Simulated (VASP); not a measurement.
Tl:

```
CELL_PARAMETERS angstrom
3.50864 0.00000 0.00000
-1.75432 3.03857 0.00000
0.00000 0.00000 11.26560
ATOMIC_POSITIONS crystal
Tl 0.00000 0.00000 0.00000
Tl 0.33333 0.66667 0.25000
Tl 0.00000 0.00000 0.50000
Tl 0.66667 0.33333 0.75000
```

* Program: VASP 6.6.1
* Task: relaxation of cell and atoms
* Functional: PBE
* Dispersion: D3(BJ)
* Potentials or basis: VASP PAW PBE potentials, release 64 (Tl_d)
* Cutoff: 600 eV
* k mesh: 15 × 15 × 4
* Occupations: gaussian, width 0.1 eV
* Spin: no spin polarisation

At the start: pressure -0.7 GPa; volume 30.03 Å³/atom.

How do energy, volume and symmetry change on relaxing?

Over 9 steps the energy falls by 2.2 meV/atom and the volume is 29.36 Å³/atom (-2.2 %); space group P6_3/mmc (No. 194, to 0.05 Å).

Step by step:
| step | energy change (eV) | largest force (eV/Å) | pressure (GPa) | volume (Å³) |
| --- | --- | --- | --- | --- |
| 1 | 0.0000 | 0.0000 | -0.69 | 120.11 |
| 2 | -0.0064 | 0.0000 | -0.11 | 117.88 |
| 3 | -0.0068 | 0.0000 | 0.09 | 117.17 |
| 4 | -0.0068 | 0.0000 | 0.06 | 117.26 |
| 5 | -0.0076 | 0.0000 | 0.06 | 117.27 |
| 6 | -0.0083 | 0.0000 | 0.06 | 117.28 |
| 7 | -0.0088 | 0.0000 | 0.05 | 117.29 |
| 8 | -0.0088 | 0.0000 | -0.03 | 117.54 |
| 9 | -0.0088 | 0.0000 | 0.00 | 117.44 |

Final structure:
```
Tl
1.0
     3.45659    0.00000    0.00000
    -1.72830    2.99350    0.00000
     0.00000    0.00000   11.34978
Tl
4
Direct
  0.00000 0.00000 0.00000
  0.33333 0.66667 0.25000
  0.00000 0.00000 0.50000
  0.66667 0.33333 0.75000
```

Caveat: pairwise dispersion overbinds metals, which lowers pressure and volume.
